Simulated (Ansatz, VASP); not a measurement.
## Ni in VASP and in Ansatz

Contents of INCAR:

```
SYSTEM = Ni
ALGO = Normal ; EDIFF = 1E-6
ENCUT = 590 ; GGA = PE
GGA_COMPAT = .FALSE. ; ISIF = 2
ISMEAR = -1 ; ISPIN = 2
LASPH = .TRUE. ; LCHARG = .FALSE.
LDAU = .TRUE. ; LDAUJ = 0
LDAUL = 2 ; LDAUPRINT = 1
LDAUTYPE = 2 ; LDAUU = 6.2
LMAXMIX = 4 ; LORBIT = 11
LREAL = .FALSE. ; LWAVE = .FALSE.
MAGMOM = 0.2 ; NBANDS = 19
NELM = 200 ; PREC = Accurate
SIGMA = 0.05
```

File KPOINTS:

```
k-points
0
G
  12 12 12
  0 0 0
```

File POSCAR:

```
Ni
1.0
    0.0000000000      1.7698700000      1.7698700000
    1.7698700000      0.0000000000      1.7698700000
    1.7698700000      1.7698700000      0.0000000000
Ni
1
Direct
    0.0000000000      0.0000000000      0.0000000000
```

Input for Ansatz:

```yaml
crystal:
  lattice:
    - [0.0, 1.76987, 1.76987]
    - [1.76987, 0.0, 1.76987]
    - [1.76987, 1.76987, 0.0]
  atoms:
    - { symbol: Ni, position: [0.0, 0.0, 0.0], spin: 0.2 }
magnetization:
  spin_polarized: true
hamiltonian:
  xc: pbe
  pseudopotentials: { kind: paw }
  hubbard: { sites: [{ species: Ni, l: d, u_eff: 6.2 }] }
basis:
  ecutwfc: 420
kpoints:
  mp_grid: { grid: [12, 12, 12] }
scf:
  occupations: { method: fermi_dirac, width: 0.05 }
  lower_state_search: "off"
output:
  forces: true
  stress: true
```

Change from the starting cell: parallel moments scaled by 0.1, free total moment.

Alike in both runs: task single point; functional PBE; k mesh 12 × 12 × 12; occupations fermi-dirac, width 0.05 eV; collinear spin; Hubbard terms Ni d U = 6.2 eV.

|  | VASP | Ansatz |
| --- | --- | --- |
| version | VASP 6.6.1 | Ansatz 0.2.0 |
| potentials or method | VASP PAW PBE potentials, release 64 (Ni_sv_GW), cutoff 590 eV | PAW, plane waves, scalar-relativistic |
| valence electrons in the cell | 18 | 18 |

VASP gave:

- pressure (GPa): -0.8
- net moment per atom (μB): 0.99
- size of the moment on the site where the two differ most (μB): 1.10

Problem. What did Ansatz give for the same quantities?

Solution. Pressure (GPa): -0.1; net moment per atom (μB): 0.71; size of the moment on the site where the two differ most (μB): 0.78.

The net moments are unlike, so the other rows may belong to different states. Site moments also hang on the region over which each program counts them. The programs project onto different local orbitals, so the same U acts differently, and such runs can settle in different states. Ansatz's warnings: filled band counts differ across k points.
